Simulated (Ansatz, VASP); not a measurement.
## Two plane-wave programs on AlN

The input INCAR:

```
ALGO = Normal
EDIFF = 1E-6
ENCUT = 600
GGA = PE
GGA_COMPAT = F
ISIF = 2
ISMEAR = 0
LASPH = T
LCHARG = T
LELF = T
LREAL = F
LVHAR = T
LWAVE = F
NBANDS = 11
NELM = 120
PREC = Accurate
SIGMA = 0.01
```

The input KPOINTS:

```
k-points
0
Gamma
  8 8 8
```

The input POSCAR:

```
AlN
1.0
    0.0000000000      2.1839935600      2.1839935600
    2.1839935600      0.0000000000      2.1839935600
    2.1839935600      2.1839935600      0.0000000000
Al N
1 1
Direct
    0.0000000000      0.0000000000      0.0000000000
    0.7500000000      0.7500000000      0.7500000000
```

Input for Ansatz:

```yaml
crystal:
  lattice:
    - [0.0, 2.18399356, 2.18399356]
    - [2.18399356, 0.0, 2.18399356]
    - [2.18399356, 2.18399356, 0.0]
  atoms:
    - { symbol: Al, position: [0.0, 0.0, 0.0] }
    - { symbol: "N", position: [0.75, 0.75, 0.75] }
kpoints:
  mp_grid:
    grid: [8, 8, 8]
hamiltonian:
  xc: pbe
  pseudopotentials:
    kind: paw
scf:
  occupations:
    method: fixed
output:
  forces: true
  stress: true
  eigenvalues: true
```

Alike in both runs: task single point; functional PBE; k mesh 8 × 8 × 8; no spin polarisation.

|  | VASP | Ansatz |
| --- | --- | --- |
| version | VASP 6.6.1 | Ansatz 0.2.0 |
| potentials or method | VASP PAW PBE potentials, release 64 (Al, N) | plane waves, PAW |
| plane-wave cutoff (eV) | 600 | 420 |
| occupations | gaussian, width 0.01 eV | fixed |
| valence electrons in the cell | 8 | 8 |

|  | VASP | Ansatz | Ansatz less VASP |
| --- | --- | --- | --- |
| gap on the k mesh at the Fermi level (eV) | 3.32 | 3.33 | +0.008 |
| pressure (GPa) | 4.5 | 4.9 | +0.40 |
